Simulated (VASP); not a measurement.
# AlGa3N4 (P222) in VASP: single point with PBEsol

Aim: the single point of AlGa3N4 with PBEsol.

All numbers are computed with VASP 6.6.1; they aren't measurements. Logs are shortened: lines on timing, memory, paths and dates and some standing lists are left out, and cuts for length are marked.

### Step 1. The cell of the first run

It takes space group P222 (No. 16, orthorhombic). Conventional cell: a = 4.384 Å, b = 4.468 Å, c = 4.551 Å, α = 90.00°, β = 90.00°, γ = 90.00°. Within 2.5 Å of Al (site symmetry 222) lie 4 N at 1.90 Å. Ga (site symmetry 222) has 4 N at 1.95 Å within 2.6 Å. Within 2.6 Å of Ga (site symmetry 222) lie 4 N at 1.95 Å. Ga (site symmetry 222) has 4 N at 1.95 Å within 2.6 Å. N (site symmetry 1) has 1 Al at 1.90 Å and 3 Ga at 1.95 Å within 2.5 Å.

### Step 2. Single point, PBEsol

Contents of INCAR:

```
PREC = Accurate
ENCUT = 600
EDIFF = 1E-6
ISMEAR = 0
SIGMA = 0.05
LREAL = F
LASPH = T
NELM = 120
ALGO = Normal
ISIF = 2
LWAVE = F
LCHARG = F
GGA = PS
NBANDS = 41
GGA_COMPAT = F
```

Contents of KPOINTS:

```
Automatic mesh
0
Gamma
  6 6 6
```

Contents of POSCAR:

```
AlGa3N4
1.0
    4.5511725683      0.0000000000      0.0000000000
    0.0000000000      4.3840832839      0.0000000000
    0.0000000000      0.0000000000      4.4676279261
Al Ga N
1 3 4
Direct
    0.0000000000      0.0000000000      0.0000000000
    0.5000000000      0.5000000000      0.0000000000
    0.5000000000      0.0000000000      0.5000000000
    0.0000000000      0.5000000000      0.5000000000
    0.7550309220      0.7550309220      0.2449690780
    0.7550309220      0.2449690780      0.7550309220
    0.2449690780      0.7550309220      0.7550309220
    0.2449690780      0.2449690780      0.2449690780
```

Potentials or basis: VASP PAW PBE potentials, release 64 (Al, Ga_d, N).

On the command line:

```
$ cat potpaw_PBE.64/Al/POTCAR potpaw_PBE.64/Ga_d/POTCAR potpaw_PBE.64/N/POTCAR > POTCAR
$ mpirun -np 1 vasp_std > vasp.out
```

OUTCAR:

```text
PREC = Accurate
   ENCUT = 600
   EDIFF = 1E-6
   ISMEAR = 0
   LREAL = F
   LASPH = T
   NELM = 120
   ISIF = 2
   GGA = PS

 ion  position               nearest neighbor table
   1  0.000  0.000  0.000-   5 1.90   6 1.90   7 1.90   8 1.90   4 3.13   4 3.13   4 3.13   4 3.13

   2  0.500  0.500  0.000-   5 1.95   6 1.95   7 1.95   8 1.95
   3  0.500  0.000  0.500-   5 1.95   6 1.95   7 1.95   8 1.95
   4  0.000  0.500  0.500-   5 1.95   6 1.95   7 1.95   8 1.95   1 3.13   1 3.13   1 3.13   1 3.13

   5  0.755  0.755  0.245-   1 1.90   4 1.95   2 1.95   3 1.95
   6  0.755  0.245  0.755-   1 1.90   4 1.95   2 1.95   3 1.95
   7  0.245  0.755  0.755-   1 1.90   4 1.95   2 1.95   3 1.95
   8  0.245  0.245  0.245-   1 1.90   4 1.95   2 1.95   3 1.95

  LATTYP: Found a simple orthorhombic cell.
 ALAT       =     4.3840832839
 B/A-ratio  =     1.0190563538
 C/A-ratio  =     1.0381127076

  Lattice vectors:

 A1 = (   0.0000000000,   4.3840832839,   0.0000000000)
 A2 = (   0.0000000000,   0.0000000000,   4.4676279261)
 A3 = (   4.5511725683,   0.0000000000,   0.0000000000)

Analysis of symmetry for initial positions (statically):
=====================================================================
 Subroutine PRICEL returns:
 Original cell was already a primitive cell.

 Routine SETGRP: Setting up the symmetry group for a
 simple orthorhombic supercell.

 Subroutine GETGRP returns: Found  4 space group operations
 (whereof  4 operations were pure point group operations)
 out of a pool of  8 trial point group operations.

The static configuration has the point symmetry D_2 .

Analysis of symmetry for dynamics (positions and initial velocities):
=====================================================================
 Subroutine PRICEL returns:
 Original cell was already a primitive cell.

 Routine SETGRP: Setting up the symmetry group for a
 simple orthorhombic supercell.

 Subroutine GETGRP returns: Found  4 space group operations
 (whereof  4 operations were pure point group operations)
 out of a pool of  8 trial point group operations.

The dynamic configuration has the point symmetry D_2 .

 Subroutine INISYM returns: Found  4 space group operations
 (whereof  4 operations are pure point group operations),
 and found     1 'primitive' translations

----------------------------------------------------------------------------------------

                                     Primitive cell

  volume of cell :      89.1413

  direct lattice vectors                    reciprocal lattice vectors
     4.551172568  0.000000000  0.000000000     0.219723595  0.000000000  0.000000000
     0.000000000  4.384083284  0.000000000     0.000000000  0.228097857  0.000000000
     0.000000000  0.000000000  4.467627926     0.000000000  0.000000000  0.223832427

  length of vectors
     4.551172568  4.384083284  4.467627926     0.219723595  0.228097857  0.223832427

  position of ions in fractional coordinates (direct lattice)
     0.000000000  0.000000000  0.000000000
     0.500000000  0.500000000  0.000000000
     0.500000000  0.000000000  0.500000000
     0.000000000  0.500000000  0.500000000
     0.755030922  0.755030922  0.244969078
     0.755030922  0.244969078  0.755030922
     0.244969078  0.755030922  0.755030922
     0.244969078  0.244969078  0.244969078

  ion indices of the primitive-cell ions
   primitive index   ion index
                 1           1
                 2           2
                 3           3
                 4           4
                 5           5
                 6           6
                 7           7
                 8           8

----------------------------------------------------------------------------------------

 KPOINTS: Automatic mesh

Automatic generation of k-mesh.
 Grid dimensions read from file:
 generate k-points for:    6    6    6

 Generating k-lattice:

  Cartesian coordinates                     Fractional coordinates (reciprocal lattice)
     0.036620599  0.000000000  0.000000000     0.166666667  0.000000000  0.000000000
     0.000000000  0.038016309  0.000000000     0.000000000  0.166666667  0.000000000
     0.000000000  0.000000000  0.037305404     0.000000000  0.000000000  0.166666667

  Length of vectors
     0.036620599  0.038016309  0.037305404

  Shift w.r.t. Gamma in fractional coordinates (k-lattice)
     0.000000000  0.000000000  0.000000000

 Subroutine IBZKPT returns following result:
 ===========================================

 Found     64 irreducible k-points:

 Following reciprocal coordinates:
            Coordinates               Weight
  0.000000  0.000000  0.000000      1.000000
  0.166667  0.000000  0.000000      2.000000
  0.333333  0.000000  0.000000      2.000000
  0.500000  0.000000  0.000000      1.000000
  0.000000  0.166667  0.000000      2.000000
  0.166667  0.166667  0.000000      4.000000
[... 16 lines left out ...]
  0.333333  0.166667  0.166667      8.000000
  0.500000  0.166667  0.166667      4.000000
 [... further k-points ...]
   k-points           NKPTS =     64   k-points in BZ     NKDIM =     64   number of bands    NBANDS=     41
   number of dos      NEDOS =    301   number of ions     NIONS =      8
   total plane-waves  NPLWV =  46656
   dimension x,y,z NGX =    36 NGY =   36 NGZ =   36
   dimension x,y,z NGXF=    72 NGYF=   72 NGZF=   72
   ions per type =               1   3   4
   NGX,Y,Z   is equivalent  to a cutoff of  13.15, 13.65, 13.40 a.u.
   NGXF,Y,Z  is equivalent  to a cutoff of  26.30, 27.30, 26.79 a.u.
 SYSTEM =  unknown system
   PREC   = accura    normal or accurate (medium, high low for compatibility)
   ISTART =      0    job   : 0-new  1-cont  2-samecut
   ICHARG =      2    charge: 1-file 2-atom 10-const
   ISPIN  =      1    spin polarized calculation?
   LNONCOLLINEAR =      F non collinear calculations
   LSORBIT =      F    spin-orbit coupling
   LASPH  =      T    aspherical Exc in radial PAW
   ENCUT  =  600.0 eV  44.10 Ry    6.64 a.u.   9.09  8.76  8.92*2*pi/ulx,y,z
   NELM   =    120;   NELMIN=  2; NELMDL= -5     # of ELM steps
   EDIFF  = 0.1E-05   stopping-criterion for ELM
   LREAL  =      F    real-space projection
   EDIFFG = 0.1E-04   stopping-criterion for IOM
   NSW    =      0    number of steps for IOM
   IBRION =     -1    ionic relax: 0-MD 1-quasi-New 2-CG
   NFREE  =      0    steps in history (QN), initial steepest desc. (CG)
   ISIF   =      2    stress and relaxation
   ISYM   =      2    0-nonsym 1-usesym 2-fastsym
   POTIM  = 0.5000    time-step for ionic-motion
   TEBEG  =    0.0;   TEEND  =   0.0 temperature during run
   PSTRESS=    0.0 pullay stress
   NELECT =      62.0000    total number of electrons
   NUPDOWN=      -1.0000    fix difference up-down
   EMIN   =  10.00;   EMAX   =-10.00  energy-range for DOS
   EFERMI =   0.00;   METHOD = LEGACY
   ISMEAR =     0;   SIGMA  =   0.05  broadening in eV -4-tet -1-fermi 0-gaus
   EFERMI_NEDOS =   21; number of points for ismear=-14 and -15
   IALGO  =     38    algorithm
   IMIX   =      4    mixing-type and parameters
     AMIX     =   0.40;   BMIX     =  1.00
     AMIX_MAG =   1.60;   BMIX_MAG =  1.00
  volume/ion in A,a.u.               =      11.14        75.19
  Fermi-wavevector in a.u.,A,eV,Ry     =   1.450482  2.741014 28.625273  2.103898
  Thomas-Fermi vector in A             =   2.568089
   LORBIT       =      0    0 simple, 1 ext, 2 COOP (PROOUT), +10 PAW based schemes
   GGA     = PS    functional components
   LHFCALC =     F    Hartree Fock is set to
   AEXX    =    0.0000 exact exchange contribution
   IVDW    =     0    specifies the selected vdW correction
   LEPSILON=     F    determine dielectric tensor
   LRPA    =     F    only Hartree local field effects (RPA)
 non-spin polarized calculation
 Gauss-broadening in eV      SIGMA  =   0.05
  energy-cutoff  :      600.00
  volume of cell :       89.14
 maximum number of plane-waves:      2996
   NGX = 19   NGY = 17   NGZ = 17

 number of electron      61.9999994 magnetization

 Free energy of the ion-electron system (eV)
  ---------------------------------------------------
  ext. energy  EPLUGINS =         0.00000000
  ---------------------------------------------------
  free energy    TOTEN  =       -54.95018063 eV

  energy without entropy =      -54.95018063  energy(sigma->0) =      -54.95018063

 E-fermi :   5.6785     XC(G=0): -11.7462

 val. band max:        5.3999591678   @ k =   0.0000   0.0000   0.0000
 cond. band min:       7.6278692158   @ k =   0.0000   0.0000   0.0000
 fundamental gap:      2.2279100480
 Fermi energy:         5.6785296148

 k-point     1 :       0.0000    0.0000    0.0000
  band No.  band energies     occupation
      1     -10.3685      2.00000
      2      -9.0738      2.00000
      3      -9.0658      2.00000
      4      -9.0624      2.00000
      5      -7.7984      2.00000
      6      -7.7876      2.00000
[... 33 lines left out ...]
     40      16.0919      0.00000
     41      16.1359      0.00000

 k-point     2 :       0.1667    0.0000    0.0000
  band No.  band energies     occupation
      1     -10.2587      2.00000
      2      -9.1149      2.00000
      3      -9.0675      2.00000
      4      -9.0623      2.00000
      5      -7.7980      2.00000
      6      -7.7714      2.00000
[... 33 lines left out ...]
     40      16.2342      0.00000
     41      16.3718      0.00000

 k-point     3 :       0.3333    0.0000    0.0000
  band No.  band energies     occupation
      1      -9.9620      2.00000
      2      -9.2649      2.00000
      3      -9.0705      2.00000
      4      -9.0625      2.00000
      5      -7.7692      2.00000
      6      -7.7556      2.00000
[... 875 lines left out ...]
      2      -9.2418      2.00000
      3      -9.1150      2.00000
      4      -9.0906      2.00000
      5      -7.7741      2.00000
      6      -7.7588      2.00000
[... 33 lines left out ...]
     40      15.6241      0.00000
     41      15.7744      0.00000

 k-point    24 :       0.5000    0.1667    0.1667
  band No.  band energies     occupation
      1      -9.5550      2.00000
      2      -9.4186      2.00000
      3      -9.1196      2.00000
      4      -9.0910      2.00000
      5      -7.7722      2.00000
      6      -7.7378      2.00000
[... 33 lines left out ...]
     40      15.3421      0.00000
     41      15.5128      0.00000

 [... further k-points ...]

------------------------ aborting loop because EDIFF is reached ----------------------------------------

  FORCE on cell =-STRESS in cart. coord.  units (eV):
  Direction    XX          YY          ZZ          XY          YZ          ZX
  --------------------------------------------------------------------------------------
  -------------------------------------------------------------------------------------
  Total       -1.5543115      1.0661899     -0.0690060      0.0000000      0.0000000      0.0000000
  in kB      -27.9363417     19.1631126     -1.2402755      0.0000000      0.0000000      0.0000000
  external PRESSURE =      -3.3378349 kB  Pullay stress =       0.0000000 kB

 VOLUME and BASIS-vectors are now :
 -----------------------------------------------------------------------------
  energy-cutoff  :      600.00
  volume of cell :       89.14
      direct lattice vectors                 reciprocal lattice vectors
     4.551172568  0.000000000  0.000000000     0.219723595  0.000000000  0.000000000
     0.000000000  4.384083284  0.000000000     0.000000000  0.228097857  0.000000000
     0.000000000  0.000000000  4.467627926     0.000000000  0.000000000  0.223832427

 POSITION                                       TOTAL-FORCE (eV/Angst)
 -----------------------------------------------------------------------------------
      0.00000      0.00000      0.00000         0.000000      0.000000      0.000000
      2.27559      2.19204      0.00000         0.000000      0.000000      0.000000
      2.27559      0.00000      2.23381         0.000000      0.000000      0.000000
      0.00000      2.19204      2.23381         0.000000      0.000000      0.000000
      3.43628      3.31012      1.09443        -0.028305      0.018215      0.006204
      3.43628      1.07396      3.37320        -0.028305     -0.018215     -0.006204
      1.11490      3.31012      3.37320         0.028305      0.018215     -0.006204
      1.11490      1.07396      1.09443         0.028305     -0.018215      0.006204
 -----------------------------------------------------------------------------------
    total drift:                               -0.000000     -0.000000     -0.000000

  FREE ENERGIE OF THE ION-ELECTRON SYSTEM (eV)
  ---------------------------------------------------
  free  energy   TOTEN  =       -54.9501806325 eV

  energy  without entropy=      -54.9501806325  energy(sigma->0) =      -54.95018063
```

It took 5.2 min on 1 thread of Oxide Virtual Turin-like, shared host; peak memory 0.33 GiB.

Results:

- Free energy: -54.9502 eV
- Pressure: -0.3 GPa
- Largest force: 0.034 eV/Å
- Band gap on the k mesh: 2.23 eV

Forces on the atoms (eV/Å):
```
Al   0.000  0.000  0.000
Ga   0.000  0.000  0.000
Ga   0.000  0.000  0.000
Ga   0.000  0.000  0.000
N   -0.028  0.018  0.006
N   -0.028 -0.018 -0.006
N    0.028  0.018 -0.006
N    0.028 -0.018  0.006
```

Stress tensor (GPa, compression positive):
```
-2.79  0.00  0.00
 0.00  1.92  0.00
 0.00  0.00 -0.12
```

Caveat: the PAW data sets were made with another functional, which shifts forces and pressure a little.
